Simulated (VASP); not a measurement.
# Sb (Pmmm) in VASP: notebook, part 2 of 2

VASP 6.6.1.

## (4) Single point, PBE

This run uses another cell than the first one: it holds 3 atoms, not 6.

The input, INCAR:

```
SYSTEM = Sb
  PREC = Accurate
  ENCUT = 520
  EDIFF = 1E-7
  ISMEAR = 0
  SIGMA = 0.1
  LREAL = .False.
  LASPH = .True.
  NELM = 80
  ALGO = Normal
  ISIF = 2
  LWAVE = .False.
  LCHARG = .False.
  GGA = PE
  NBANDS = 14
```

The input, KPOINTS:

```
regular mesh
0
Gamma
  14 10 8
  0 0 0
```

The input, POSCAR:

```
Sb
1.0
    3.0845207904      0.0000000000      0.0000000000
    0.0000000000      4.3271735931      0.0000000000
    0.0000000000      0.0000000000      7.4046065856
Sb
3
Direct
    0.5000000000      0.5000000000      0.7940787978
    0.5000000000      0.5000000000      0.2059212022
    0.5000000000      0.0000000000      0.5000000000
```

Potentials or basis: VASP PAW PBE potentials, release 64 (Sb).

Launch:

```console
> cat potpaw_PBE.64/Sb/POTCAR > POTCAR
> mpirun -np 1 vasp_std > vasp.out
```

OUTCAR:

```text
SYSTEM = Sb
   PREC = Accurate
   ENCUT = 520
   EDIFF = 1E-7
   ISMEAR = 0
   LREAL = .False.
   LASPH = .True.
   NELM = 80
   ISIF = 2
   GGA = PE

 ion  position               nearest neighbor table
   1  0.500  0.500  0.794-   2 3.05   3 3.07   3 3.07
   2  0.500  0.500  0.206-   1 3.05   3 3.07   3 3.07
   3  0.500  0.000  0.500-   1 3.07   2 3.07   1 3.07   2 3.07

  LATTYP: Found a simple orthorhombic cell.
 ALAT       =     3.0845207904
 B/A-ratio  =     1.4028673778
 C/A-ratio  =     2.4005695175

  Lattice vectors:

 A1 = (   3.0845207904,   0.0000000000,   0.0000000000)
 A2 = (   0.0000000000,   4.3271735931,   0.0000000000)
 A3 = (   0.0000000000,   0.0000000000,   7.4046065856)

Analysis of symmetry for initial positions (statically):
=====================================================================
 Subroutine PRICEL returns:
 Original cell was already a primitive cell.

 Routine SETGRP: Setting up the symmetry group for a
 simple orthorhombic supercell.

 Subroutine GETGRP returns: Found  8 space group operations
 (whereof  8 operations were pure point group operations)
 out of a pool of  8 trial point group operations.

The static configuration has the point symmetry D_2h.

Analysis of symmetry for dynamics (positions and initial velocities):
=====================================================================
 Subroutine PRICEL returns:
 Original cell was already a primitive cell.

 Routine SETGRP: Setting up the symmetry group for a
 simple orthorhombic supercell.

 Subroutine GETGRP returns: Found  8 space group operations
 (whereof  8 operations were pure point group operations)
 out of a pool of  8 trial point group operations.

The dynamic configuration has the point symmetry D_2h.

 Subroutine INISYM returns: Found  8 space group operations
 (whereof  8 operations are pure point group operations),
 and found     1 'primitive' translations

----------------------------------------------------------------------------------------

                                     Primitive cell

  volume of cell :      98.8312

  direct lattice vectors                    reciprocal lattice vectors
     3.084520790  0.000000000  0.000000000     0.324199468  0.000000000  0.000000000
     0.000000000  4.327173593  0.000000000     0.000000000  0.231097731  0.000000000
     0.000000000  0.000000000  7.404606586     0.000000000  0.000000000  0.135051064

  length of vectors
     3.084520790  4.327173593  7.404606586     0.324199468  0.231097731  0.135051064

  position of ions in fractional coordinates (direct lattice)
     0.500000000  0.500000000  0.794078798
     0.500000000  0.500000000  0.205921202
     0.500000000  0.000000000  0.500000000

  ion indices of the primitive-cell ions
   primitive index   ion index
                 1           1
                 2           2
                 3           3

----------------------------------------------------------------------------------------

 KPOINTS: regular mesh

Automatic generation of k-mesh.
 Grid dimensions read from file:
 generate k-points for:   14   10    8

 Generating k-lattice:

  Cartesian coordinates                     Fractional coordinates (reciprocal lattice)
[... 21 lines left out ...]
  0.285714  0.000000  0.000000      2.000000
  0.357143  0.000000  0.000000      2.000000
[... 16 lines left out ...]
  0.428571  0.200000  0.000000      4.000000
  0.500000  0.200000  0.000000      2.000000
 [... further k-points ...]
   k-points           NKPTS =    240   k-points in BZ     NKDIM =    240   number of bands    NBANDS=     14
   number of dos      NEDOS =    301   number of ions     NIONS =      3
   total plane-waves  NPLWV =  43008
   dimension x,y,z NGX =    24 NGY =   32 NGZ =   56
   dimension x,y,z NGXF=    48 NGYF=   64 NGZF=  112
   ions per type =               3
   NGX,Y,Z   is equivalent  to a cutoff of  12.94, 12.29, 12.57 a.u.
   NGXF,Y,Z  is equivalent  to a cutoff of  25.87, 24.59, 25.15 a.u.
 SYSTEM =  Sb
   PREC   = accura    normal or accurate (medium, high low for compatibility)
   ISTART =      0    job   : 0-new  1-cont  2-samecut
   ICHARG =      2    charge: 1-file 2-atom 10-const
   ISPIN  =      1    spin polarized calculation?
   LNONCOLLINEAR =      F non collinear calculations
   LSORBIT =      F    spin-orbit coupling
   LASPH  =      T    aspherical Exc in radial PAW
   ENCUT  =  520.0 eV  38.22 Ry    6.18 a.u.   5.74  8.05 13.77*2*pi/ulx,y,z
   NELM   =     80;   NELMIN=  2; NELMDL= -5     # of ELM steps
   EDIFF  = 0.1E-06   stopping-criterion for ELM
   LREAL  =      F    real-space projection
   EDIFFG = 0.1E-05   stopping-criterion for IOM
   NSW    =      0    number of steps for IOM
   IBRION =     -1    ionic relax: 0-MD 1-quasi-New 2-CG
   NFREE  =      0    steps in history (QN), initial steepest desc. (CG)
   ISIF   =      2    stress and relaxation
   ISYM   =      2    0-nonsym 1-usesym 2-fastsym
   POTIM  = 0.5000    time-step for ionic-motion
   TEBEG  =    0.0;   TEEND  =   0.0 temperature during run
   PSTRESS=    0.0 pullay stress
   NELECT =      15.0000    total number of electrons
   NUPDOWN=      -1.0000    fix difference up-down
   EMIN   =  10.00;   EMAX   =-10.00  energy-range for DOS
   EFERMI =   0.00;   METHOD = LEGACY
   ISMEAR =     0;   SIGMA  =   0.10  broadening in eV -4-tet -1-fermi 0-gaus
   EFERMI_NEDOS =   21; number of points for ismear=-14 and -15
   IALGO  =     38    algorithm
   IMIX   =      4    mixing-type and parameters
     AMIX     =   0.40;   BMIX     =  1.00
     AMIX_MAG =   1.60;   BMIX_MAG =  1.00
  volume/ion in A,a.u.               =      32.94       222.32
  Fermi-wavevector in a.u.,A,eV,Ry     =   0.873254  1.650211 10.375429  0.762573
  Thomas-Fermi vector in A             =   1.992619
   LORBIT       =      0    0 simple, 1 ext, 2 COOP (PROOUT), +10 PAW based schemes
   GGA     = PE    functional components
   LHFCALC =     F    Hartree Fock is set to
   AEXX    =    0.0000 exact exchange contribution
   IVDW    =     0    specifies the selected vdW correction
   LEPSILON=     F    determine dielectric tensor
   LRPA    =     F    only Hartree local field effects (RPA)
 non-spin polarized calculation
 Gauss-broadening in eV      SIGMA  =   0.10
  energy-cutoff  :      520.00
  volume of cell :       98.83
 maximum number of plane-waves:      2684
 NGX is ok and might be reduce to    24

 number of electron      14.9999999 magnetization

 Free energy of the ion-electron system (eV)
  ---------------------------------------------------
  ext. energy  EPLUGINS =         0.00000000
  ---------------------------------------------------
  free energy    TOTEN  =       -11.97361163 eV

  energy without entropy =      -11.96550917  energy(sigma->0) =      -11.96956040

 E-fermi :   6.0413     XC(G=0):  -9.0854

 val. band max:        6.0330398299   @ k =   0.2857   0.5000   0.1250
 cond. band min:       6.0453547665   @ k =   0.3571   0.3000   0.1250
 fundamental gap:      0.0123149366
 Fermi energy:         6.0412874202

 k-point     1 :       0.0000    0.0000    0.0000
  band No.  band energies     occupation
      1      -6.1349      2.00000
      2      -3.8381      2.00000
      3      -3.1394      2.00000
      4       3.0569      2.00000
      5       3.6282      2.00000
      6       4.5578      2.00000
      7       5.6470      2.00000
      8       7.1739      0.00000
      9       8.4740      0.00000
     10       9.1204      0.00000
     11       9.6579      0.00000
     12      11.3908      0.00000
     13      11.7538      0.00000
     14      12.3597      0.00000
[... 377 lines left out ...]
      1      -3.3712      2.00000
      2      -1.0522      2.00000
      3      -0.7089      2.00000
      4       0.9006      2.00000
      5       2.7956      2.00000
      6       3.0833      2.00000
      7       3.6321      2.00000
      8       5.3411      2.00000
      9       6.8696      0.00000
     10       8.4323      0.00000
     11       9.2177      0.00000
     12       9.2185      0.00000
     13      10.7043      0.00000
     14      11.5854      0.00000

 [... further k-points ...]
[... 5 lines left out ...]
  --------------------------------------------------------------------------------------
  -------------------------------------------------------------------------------------
  Total       -0.0380330     -0.0130863     -0.0118200      0.0000000      0.0000000      0.0000000
  in kB       -0.6165627     -0.2121456     -0.1916168      0.0000000      0.0000000      0.0000000
  external PRESSURE =      -0.3401084 kB  Pullay stress =       0.0000000 kB

 VOLUME and BASIS-vectors are now :
 -----------------------------------------------------------------------------
  energy-cutoff  :      520.00
  volume of cell :       98.83
      direct lattice vectors                 reciprocal lattice vectors
     3.084520790  0.000000000  0.000000000     0.324199468  0.000000000  0.000000000
     0.000000000  4.327173593  0.000000000     0.000000000  0.231097731  0.000000000
     0.000000000  0.000000000  7.404606586     0.000000000  0.000000000  0.135051064

 POSITION                                       TOTAL-FORCE (eV/Angst)
 -----------------------------------------------------------------------------------
      1.54226      2.16359      5.87984         0.000000      0.000000      0.008744
      1.54226      2.16359      1.52477         0.000000      0.000000     -0.008744
      1.54226      0.00000      3.70230         0.000000      0.000000      0.000000
 -----------------------------------------------------------------------------------
    total drift:                               -0.000000     -0.000000     -0.000000

  FREE ENERGIE OF THE ION-ELECTRON SYSTEM (eV)
  ---------------------------------------------------
  free  energy   TOTEN  =       -11.9736116279 eV

  energy  without entropy=      -11.9655091707  energy(sigma->0) =      -11.96956040
```

stdout:

```text
POSCAR found type information on POSCAR Sb
 POSCAR found :  1 types and       3 ions
 scaLAPACK will be used
 LDA part: xc-table for (Slater+PW92), standard interpolation
 POSCAR, INCAR and KPOINTS ok, starting setup
 FFT: planning ... GRIDC
 FFT: planning ... GRID_SOFT
 FFT: planning ... GRID
 WAVECAR not read
 entering main loop
```

Wall time 3.4 min (1 thread of Intel Xeon 6975P-C, shared host); peak memory 0.4 GiB.

Results:

```
Free energy   : -11.9736 eV
Pressure      : 0.0 GPa
Largest force : 0.009 eV/Å
```

Forces in eV/Å, atoms in the order of the input:
```
Sb   0.000  0.000  0.009
Sb   0.000  0.000 -0.009
Sb   0.000  0.000  0.000
```

Levels at points of the mesh, in eV from the Fermi level:
| k point | band 4 | band 5 | band 6 | band 7 | band 8 | band 9 | band 10 | band 11 |
| --- | --- | --- | --- | --- | --- | --- | --- | --- |
| (0.00, 0.00, 0.00) | -2.98 | -2.41 | -1.48 | -0.39 | 1.13 | 2.43 | 3.08 | 3.62 |
| (0.50, 0.00, 0.00) | -5.38 | -3.36 | -2.79 | -1.00 | 0.02 | 0.80 | 1.65 | 3.29 |
| (0.00, 0.50, 0.00) | -5.31 | -4.48 | -2.58 | 1.24 | 1.81 | 3.01 | 4.80 | 5.19 |
| (0.50, 0.50, 0.00) | -4.21 | -3.82 | -3.25 | -2.99 | -2.39 | -0.08 | 2.60 | 3.29 |
| (0.00, 0.00, 0.50) | -4.21 | -2.74 | -1.32 | 0.35 | 0.68 | 2.44 | 3.95 | 4.67 |
| (0.50, 0.00, 0.50) | -4.82 | -4.39 | -2.21 | -1.86 | -0.76 | 0.76 | 2.83 | 3.22 |
| (0.00, 0.50, 0.50) | -4.93 | -3.16 | -2.93 | -1.00 | 0.61 | 4.96 | 5.19 | 5.29 |
| (0.50, 0.50, 0.50) | -4.02 | -3.81 | -3.31 | -2.78 | -0.89 | -0.77 | 1.40 | 2.56 |

Caveat: spin-orbit coupling is left out, which moves the levels of the heavy elements.

## (5) The runs side by side

```csv
cell,k mesh,smearing,gap on the mesh (eV),pressure (GPa),largest force (eV/Å)
"a = 7.698, b = 7.698, c = 4.575 Å, angles 90.0, 90.0, 132.1°, 6 atoms",4 × 4 × 4,gaussian 0.1 eV,none,0.1,-
"a = 3.085, b = 4.327, c = 14.809 Å, 6 atoms",8 × 6 × 2,gaussian 0.2 eV,none,-0.1,0.13
"a = 3.085, b = 4.327, c = 7.405 Å, 3 atoms",14 × 10 × 8,gaussian 0.1 eV,none,0.0,0.01
```

Alike in all rows: task single point; level PBE; potentials or basis VASP PAW PBE potentials, release 64 (Sb); no spin polarisation; cutoff (eV) 520.

Caveats: spin-orbit coupling is left out, which moves the levels of the heavy elements.

Total energies depend on the potentials used, so only differences within one code and one set of settings carry meaning.
